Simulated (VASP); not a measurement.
# PbO in VASP: further runs

Runs on PbO. Level: PBE. Tasks: single point, relaxation of cell and atoms.

Everything below comes from runs of VASP 6.6.1. Logs are shortened: lines on timing, memory, paths and dates and some standing lists are left out, and cuts for length are marked.

## Step 1: The cell of the first run

Symmetry: Pm, No. 6, monoclinic system. Conventional cell: a = 3.537 Å, b = 3.295 Å, c = 3.568 Å, α = 90.00°, β = 119.14°, γ = 90.00°. Within 3.6 Å of Pb (site symmetry m) lie 6 O at 2.62 to 2.65 Å and 8 Pb at 3.30 to 3.60 Å. Within 3.6 Å of O (site symmetry m) lie 6 Pb at 2.62 to 2.65 Å and 8 O at 3.30 to 3.60 Å.

## Step 2: Single point, PBE

Contents of INCAR:

```
ALGO = Normal ; EDIFF = 1E-6
ENCUT = 520 ; GGA = PE
ISIF = 2 ; ISMEAR = 0
LASPH = True ; LCHARG = False
LREAL = False ; LWAVE = False
NBANDS = 17 ; NELM = 60
PREC = Accurate ; SIGMA = 0.05
```

Contents of KPOINTS:

```
k-points
0
Gamma
  12 12 10
```

Contents of POSCAR:

```
PbO
1.0
    3.5678723414      0.0356787234      0.0000000000
   -1.7530374898      3.0720287234      0.0000000000
    0.0000000000      0.0000000000      3.2951134840
Pb O
1 1
Direct
    0.0000000000      0.0000000000      0.0000000000
    0.6666666667      0.3333333333      0.5000000000
```

Potentials or basis: VASP PAW PBE potentials, release 64 (Pb_d, O).

The run is started by

```
cat potpaw_PBE.64/Pb_d/POTCAR potpaw_PBE.64/O/POTCAR > POTCAR
mpirun -np 1 vasp_std > vasp.out
```

OUTCAR:

```text
EDIFF = 1E-6
   ENCUT = 520
   GGA = PE
   ISIF = 2
   ISMEAR = 0
   LASPH = True
   LREAL = False
   NELM = 60
   PREC = Accurate

 ion  position               nearest neighbor table
   1  0.000  0.000  0.000-   2 2.62   2 2.62   2 2.64   2 2.64   2 2.65   2 2.65
   2  0.667  0.333  0.500-   1 2.62   1 2.62   1 2.64   1 2.64   1 2.65   1 2.65

  Warning from LATTYP: Monoclinic adjustment (A1->A3, A2->A1, A3->A2)!
  LATTYP: Found a simple monoclinic cell.
 ALAT       =     3.5370186482
 B/A-ratio  =     0.9316076085
 C/A-ratio  =     1.0087735139
 COS(beta)  =    -0.4869160342

  Lattice vectors:

 A1 = (  -1.7530374898,   3.0720287234,   0.0000000000)
 A2 = (   0.0000000000,   0.0000000000,   3.2951134840)
 A3 = (   3.5678723414,   0.0356787234,   0.0000000000)

Analysis of symmetry for initial positions (statically):
=====================================================================
 Subroutine PRICEL returns:
 Original cell was already a primitive cell.

 Routine SETGRP: Setting up the symmetry group for a
 simple monoclinic supercell.

 Subroutine GETGRP returns: Found  2 space group operations
 (whereof  2 operations were pure point group operations)
 out of a pool of  4 trial point group operations.

The static configuration has the point symmetry C_1h.

Analysis of symmetry for dynamics (positions and initial velocities):
=====================================================================
 Subroutine PRICEL returns:
 Original cell was already a primitive cell.

 Routine SETGRP: Setting up the symmetry group for a
 simple monoclinic supercell.

 Subroutine GETGRP returns: Found  2 space group operations
 (whereof  2 operations were pure point group operations)
 out of a pool of  4 trial point group operations.

The dynamic configuration has the point symmetry C_1h.

 Subroutine INISYM returns: Found  2 space group operations
 (whereof  2 operations are pure point group operations),
 and found     1 'primitive' translations

----------------------------------------------------------------------------------------

                                     Primitive cell

  volume of cell :      36.3225

  direct lattice vectors                    reciprocal lattice vectors
     3.567872341  0.035678723  0.000000000     0.278688763  0.159032318  0.000000000
    -1.753037490  3.072028723  0.000000000    -0.003236708  0.323670779  0.000000000
     0.000000000  0.000000000  3.295113484     0.000000000  0.000000000  0.303479684

  length of vectors
     3.568050731  3.537018648  3.295113484     0.320871789  0.323686962  0.303479684

  position of ions in fractional coordinates (direct lattice)
     0.000000000  0.000000000  0.000000000
     0.666666667  0.333333333  0.500000000

  ion indices of the primitive-cell ions
   primitive index   ion index
                 1           1
                 2           2

----------------------------------------------------------------------------------------

 KPOINTS: k-points

Automatic generation of k-mesh.
 Grid dimensions read from file:
 generate k-points for:   12   12   10

 Generating k-lattice:

  Cartesian coordinates                     Fractional coordinates (reciprocal lattice)
     0.023224064  0.013252693  0.000000000     0.083333333 -0.000000000  0.000000000
    -0.000269726  0.026972565  0.000000000     0.000000000  0.083333333  0.000000000
     0.000000000  0.000000000  0.030347968     0.000000000  0.000000000  0.100000000

  Length of vectors
     0.026739316  0.026973914  0.030347968

  Shift w.r.t. Gamma in fractional coordinates (k-lattice)
     0.000000000  0.000000000  0.000000000

 Subroutine IBZKPT returns following result:
 ===========================================

 Found    444 irreducible k-points:

 Following reciprocal coordinates:
            Coordinates               Weight
  0.000000  0.000000  0.000000      1.000000
  0.083333  0.000000  0.000000      2.000000
  0.166667 -0.000000  0.000000      2.000000
  0.250000 -0.000000  0.000000      2.000000
  0.333333 -0.000000  0.000000      2.000000
  0.416667  0.000000  0.000000      2.000000
[... 16 lines left out ...]
  0.250000  0.166667  0.000000      2.000000
  0.333333  0.166667  0.000000      2.000000
 [... further k-points ...]
   k-points           NKPTS =    444   k-points in BZ     NKDIM =    444   number of bands    NBANDS=     17
   number of dos      NEDOS =    301   number of ions     NIONS =      2
   total plane-waves  NPLWV =  21952
   dimension x,y,z NGX =    28 NGY =   28 NGZ =   28
   dimension x,y,z NGXF=    56 NGYF=   56 NGZF=   56
   ions per type =               1   1
   NGX,Y,Z   is equivalent  to a cutoff of  13.05, 13.16, 14.13 a.u.
   NGXF,Y,Z  is equivalent  to a cutoff of  26.09, 26.32, 28.25 a.u.
 SYSTEM =  unknown system
   PREC   = accura    normal or accurate (medium, high low for compatibility)
   ISTART =      0    job   : 0-new  1-cont  2-samecut
   ICHARG =      2    charge: 1-file 2-atom 10-const
   ISPIN  =      1    spin polarized calculation?
   LNONCOLLINEAR =      F non collinear calculations
   LSORBIT =      F    spin-orbit coupling
   LASPH  =      T    aspherical Exc in radial PAW
   ENCUT  =  520.0 eV  38.22 Ry    6.18 a.u.   6.63  6.58  6.13*2*pi/ulx,y,z
   NELM   =     60;   NELMIN=  2; NELMDL= -5     # of ELM steps
   EDIFF  = 0.1E-05   stopping-criterion for ELM
   LREAL  =      F    real-space projection
   EDIFFG = 0.1E-04   stopping-criterion for IOM
   NSW    =      0    number of steps for IOM
   IBRION =     -1    ionic relax: 0-MD 1-quasi-New 2-CG
   NFREE  =      0    steps in history (QN), initial steepest desc. (CG)
   ISIF   =      2    stress and relaxation
   ISYM   =      2    0-nonsym 1-usesym 2-fastsym
   POTIM  = 0.5000    time-step for ionic-motion
   TEBEG  =    0.0;   TEEND  =   0.0 temperature during run
   PSTRESS=    0.0 pullay stress
   NELECT =      20.0000    total number of electrons
   NUPDOWN=      -1.0000    fix difference up-down
   EMIN   =  10.00;   EMAX   =-10.00  energy-range for DOS
   EFERMI =   0.00;   METHOD = LEGACY
   ISMEAR =     0;   SIGMA  =   0.05  broadening in eV -4-tet -1-fermi 0-gaus
   EFERMI_NEDOS =   21; number of points for ismear=-14 and -15
   IALGO  =     38    algorithm
   IMIX   =      4    mixing-type and parameters
     AMIX     =   0.40;   BMIX     =  1.00
     AMIX_MAG =   1.60;   BMIX_MAG =  1.00
  volume/ion in A,a.u.               =      18.16       122.56
  Fermi-wavevector in a.u.,A,eV,Ry     =   1.341815  2.535663 24.496861  1.800469
  Thomas-Fermi vector in A             =   2.470019
   LORBIT       =      0    0 simple, 1 ext, 2 COOP (PROOUT), +10 PAW based schemes
   GGA     = PE    functional components
   LHFCALC =     F    Hartree Fock is set to
   AEXX    =    0.0000 exact exchange contribution
   IVDW    =     0    specifies the selected vdW correction
   LEPSILON=     F    determine dielectric tensor
   LRPA    =     F    only Hartree local field effects (RPA)
 non-spin polarized calculation
 Gauss-broadening in eV      SIGMA  =   0.05
  energy-cutoff  :      520.00
  volume of cell :       36.32
 maximum number of plane-waves:      1002
   NGX = 13   NGY = 13   NGZ = 13

 number of electron      19.9999999 magnetization

 Free energy of the ion-electron system (eV)
  ---------------------------------------------------
  ext. energy  EPLUGINS =         0.00000000
  ---------------------------------------------------
  free energy    TOTEN  =       -10.17263791 eV

  energy without entropy =      -10.17258443  energy(sigma->0) =      -10.17261117

 E-fermi :   6.4623     XC(G=0): -10.5298

 val. band max:        6.4515218083   @ k =   0.3333   0.3333   0.0000
 cond. band min:       6.7508383214   @ k =   0.3333   0.3333   0.5000
 fundamental gap:      0.2993165131
 Fermi energy:         6.4622792426

 k-point     1 :       0.0000    0.0000    0.0000
  band No.  band energies     occupation
      1     -11.2356      2.00000
      2     -10.4833      2.00000
      3     -10.3276      2.00000
      4     -10.3019      2.00000
      5     -10.0458      2.00000
      6     -10.0425      2.00000
[... 9 lines left out ...]
     16      20.8016      0.00000
     17      21.1537      0.00000

 k-point     2 :       0.0833    0.0000    0.0000
  band No.  band energies     occupation
      1     -11.2198      2.00000
      2     -10.4804      2.00000
      3     -10.3050      2.00000
      4     -10.2876      2.00000
      5     -10.0527      2.00000
      6     -10.0440      2.00000
[... 9 lines left out ...]
     16      20.5385      0.00000
     17      21.1736      0.00000

 k-point     3 :       0.1667   -0.0000    0.0000
  band No.  band energies     occupation
      1     -11.1817      2.00000
      2     -10.4742      2.00000
      3     -10.2547      2.00000
      4     -10.2274      2.00000
      5     -10.0719      2.00000
      6     -10.0477      2.00000
[... 9 lines left out ...]
     16      20.7091      0.00000
     17      21.3302      0.00000

 k-point     4 :       0.2500   -0.0000    0.0000
  band No.  band energies     occupation
      1     -11.1416      2.00000
      2     -10.4654      2.00000
      3     -10.2025      2.00000
      4     -10.1091      2.00000
      5     -10.0979      2.00000
      6     -10.0527      2.00000
[... 9 lines left out ...]
     16      21.6722      0.00000
     17      21.9978      0.00000
[... 343 lines left out ...]
      1     -11.1203      2.00000
      2     -10.4508      2.00000
      3     -10.2251      2.00000
      4     -10.1041      2.00000
      5     -10.0626      2.00000
      6     -10.0067      2.00000
[... 9 lines left out ...]
     16      20.6020      0.00000
     17      22.7710      0.00000

 k-point    23 :       0.2500    0.1667    0.0000
  band No.  band energies     occupation
      1     -11.0940      2.00000
      2     -10.4372      2.00000
      3     -10.2000      2.00000
      4     -10.1219      2.00000
      5     -10.0716      2.00000
      6      -9.8696      2.00000
[... 9 lines left out ...]
     16      21.1540      0.00000
     17      21.8332      0.00000

 k-point    24 :       0.3333    0.1667    0.0000
  band No.  band energies     occupation
      1     -11.0785      2.00000
      2     -10.4267      2.00000
      3     -10.1779      2.00000
      4     -10.1351      2.00000
      5     -10.0781      2.00000
      6      -9.7626      2.00000
[... 9 lines left out ...]
     16      21.1906      0.00000
     17      21.8626      0.00000

 [... further k-points ...]
[... 5 lines left out ...]
  --------------------------------------------------------------------------------------
  -------------------------------------------------------------------------------------
  Total       -0.0256205     -0.0178296     -0.0371890     -0.0426622      0.0000000      0.0000000
  in kB       -1.1301117     -0.7864574     -1.6403986     -1.8818192      0.0000000      0.0000000
  external PRESSURE =      -1.1856559 kB  Pullay stress =       0.0000000 kB

 VOLUME and BASIS-vectors are now :
 -----------------------------------------------------------------------------
  energy-cutoff  :      520.00
  volume of cell :       36.32
      direct lattice vectors                 reciprocal lattice vectors
     3.567872341  0.035678723  0.000000000     0.278688763  0.159032318  0.000000000
    -1.753037490  3.072028723  0.000000000    -0.003236708  0.323670779  0.000000000
     0.000000000  0.000000000  3.295113484     0.000000000  0.000000000  0.303479684

 POSITION                                       TOTAL-FORCE (eV/Angst)
 -----------------------------------------------------------------------------------
      0.00000      0.00000      0.00000        -0.030142     -0.000674      0.000000
      1.79424      1.04780      1.64756         0.030142      0.000674      0.000000
 -----------------------------------------------------------------------------------
    total drift:                                0.000136     -0.000000      0.000000

  FREE ENERGIE OF THE ION-ELECTRON SYSTEM (eV)
  ---------------------------------------------------
  free  energy   TOTEN  =       -10.1726379122 eV

  energy  without entropy=      -10.1725844338  energy(sigma->0) =      -10.17261117
```

Run time: 4.2 min. Hardware: 1 thread of Intel Xeon Platinum 8259CL at 2.50GHz (Skylake/Cascade Lake), shared host; peak memory 0.37 GiB.

Results:

```
Free energy            : -10.1726 eV
Pressure               : -0.1 GPa
Largest force          : 0.030 eV/Å
Band gap on the k mesh : zero (bands 10 and 11 overlap by 0.02 eV)
```

Forces in eV/Å, atoms in the order of the input:
```
Pb  -0.030 -0.001  0.000
O    0.030  0.001  0.000
```

Caveat: semilocal functionals underestimate gaps, so a narrow gap can read as zero; spin-orbit coupling is left out, which moves the levels of the heavy elements.

(Continued in part 2 of 2.)
